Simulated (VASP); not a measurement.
# Si2Mo: relaxation of cell and atoms with RPBE+D3(BJ)

Crystal: Si2Mo.

```
Mo Si
1.0
     4.58547    0.00000    0.00000
    -2.29274    3.97113    0.00000
     0.00000    0.00000    6.57976
Mo Si
3 6
Direct
  0.50000 0.50000 0.83333
  0.00000 0.50000 0.16667
  0.50000 0.00000 0.50000
  0.16387 0.32775 0.50000
  0.67225 0.83613 0.16667
  0.83613 0.16387 0.83333
  0.83613 0.67225 0.50000
  0.32775 0.16387 0.16667
  0.16387 0.83613 0.83333
```

- Program: VASP 6.6.1
- Task: relaxation of cell and atoms
- Functional: RPBE
- Dispersion: D3(BJ)
- Potentials or basis: VASP PAW PBE potentials, release 64 (Mo_sv, Si)
- Cutoff: 600 eV
- k mesh: 7 × 7 × 4
- Occupations: fermi-dirac, width 0.05 eV
- Spin: no spin polarisation
- Dipole correction: no
- Further INCAR settings: ALGO = Normal; EDIFF = 1e-06; IBRION = 2; EDIFFG = -0.01; NSW = 60; ISIF = 3

* Relaxed volume: 11.62 Å³/atom
* Relaxed cell: a = 4.375 Å, b = 4.375 Å, c = 6.311 Å, α = 90.00°, β = 90.00°, γ = 120.00°
* Space group after relaxing (to 0.05 Å): P6_222 (No. 180)
* Energy gained by relaxing: 189.8 meV/atom
* Ionic steps: 7
* Pressure after relaxing: 0.0 GPa
* Largest force after relaxing: 0.005 eV/Å
* Band gap on the k mesh: 0.24 eV, indirect (least direct gap 0.80 eV)
* Dispersion energy per atom: -3.385 eV

Forces in eV/Å, atoms in the order of the input:
```
Mo   0.000  0.000  0.000
Mo   0.000  0.000  0.000
Mo   0.000  0.000  0.000
Si   0.000 -0.005  0.000
Si   0.004  0.003  0.000
Si   0.004 -0.003  0.000
Si   0.000  0.005  0.000
Si  -0.004 -0.003  0.000
Si  -0.004  0.003  0.000
```

The path:
| step | energy change (eV) | largest force (eV/Å) | pressure (GPa) | volume (Å³) |
| --- | --- | --- | --- | --- |
| 1 | 0.0000 | 0.0022 | -32.01 | 119.81 |
| 2 | 7.6168 | 0.1917 | 148.00 | 79.36 |
| 3 | -1.6870 | 0.0516 | -4.08 | 106.04 |
| 4 | -1.7039 | 0.0559 | -1.10 | 105.00 |
| 5 | -1.7052 | 0.0576 | 0.00 | 104.63 |
| 6 | -1.7074 | 0.0269 | 0.05 | 104.58 |
| 7 | -1.7086 | 0.0051 | 0.03 | 104.60 |

Final structure:
```
CELL_PARAMETERS angstrom
4.37483 0.00000 0.00000
-2.18741 3.78871 0.00000
0.00000 0.00000 6.31074
ATOMIC_POSITIONS crystal
Mo 0.50000 0.50000 0.83333
Mo 0.00000 0.50000 0.16667
Mo 0.50000 0.00000 0.50000
Si 0.16368 0.32736 0.50000
Si 0.67264 0.83632 0.16667
Si 0.83632 0.16368 0.83333
Si 0.83632 0.67264 0.50000
Si 0.32736 0.16368 0.16667
Si 0.16368 0.83632 0.83333
```

Levels at points of the mesh, in eV from the valence-band top:
```tsv
k point	band 29	band 30	band 31	band 32	band 33	band 34	band 35	band 36	band 37	band 38
(0.00, 0.00, 0.00)	-3.19	-3.19	-2.81	-2.05	-0.99	2.55	2.87	2.88	2.88	2.92
(0.00, 0.00, 0.50)	-2.32	-2.32	-1.99	-0.83	-0.83	2.54	2.64	2.79	2.79	2.91
```

Run time: 13 min on 1 thread of Intel Xeon 6975P-C, on a shared host, peak memory 0.38 GiB.

Caveat: the PAW data sets were made with another functional, which shifts forces and pressure a little. A k mesh can miss the band edges.
